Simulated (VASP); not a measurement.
Wanted: the native input for a VASP 6.6.1 run.

```
Task                   : single point
Functional             : r2SCAN
Potentials or basis    : VASP PAW PBE potentials, release 64 (Li_sv)
Cutoff                 : 520 eV
k mesh                 : 18 × 18 × 18
Occupations            : gaussian, width 0.05 eV
Spin                   : no spin polarisation
Dipole correction      : no
Further INCAR settings : ALGO = Normal; EDIFF = 1e-07; NBANDS = 8
```

Crystal: Li.

```
Li
1.0
    -1.73844    1.73844    1.73844
     1.73844   -1.73844    1.73844
     1.73844    1.73844   -1.73844
Li
1
Direct
  0.00000 0.00000 0.00000
```

One way to write it, as run:

POSCAR

```
Li
1.0
   -1.7384404022      1.7384404022      1.7384404022
    1.7384404022     -1.7384404022      1.7384404022
    1.7384404022      1.7384404022     -1.7384404022
Li
1
Direct
    0.0000000000      0.0000000000      0.0000000000
```

INCAR.step1

```
SYSTEM = Li
PREC = Accurate
ENCUT = 520
ISMEAR = 0
SIGMA = 0.05
LREAL = .False.
LASPH = .True.
NELM = 60
NBANDS = 8
GGA = PE
ALGO = Normal
EDIFF = 1E-4
LWAVE = .True.
LCHARG = .False.
```

INCAR.step2

```
SYSTEM = Li
PREC = Accurate
ENCUT = 520
EDIFF = 1E-7
ISMEAR = 0
SIGMA = 0.05
LREAL = .False.
LASPH = .True.
NELM = 60
ALGO = Normal
ISIF = 2
LWAVE = .False.
LCHARG = .True.
METAGGA = R2SCAN
LMIXTAU = .True.
LELF = .True.
LVHAR = .True.
NBANDS = 8
ISTART = 1
```

KPOINTS

```
Automatic mesh
0
Gamma
  18 18 18
  0 0 0
```

Potentials or basis: VASP PAW PBE potentials, release 64 (Li_sv).

Launch:

```bash
$ cat potpaw_PBE.64/Li_sv/POTCAR > POTCAR
$ cp INCAR.step1 INCAR
$ mpirun -np 1 vasp_std > vasp.out
$ cp INCAR.step2 INCAR
$ mpirun -np 1 vasp_std > vasp.out
```

Wall time 93 s on 1 thread of Intel(R) Xeon(R) Platinum 8259CL CPU @ 2.50GHz (Skylake/Cascade Lake) (shared host), peak memory 0.15 GiB.
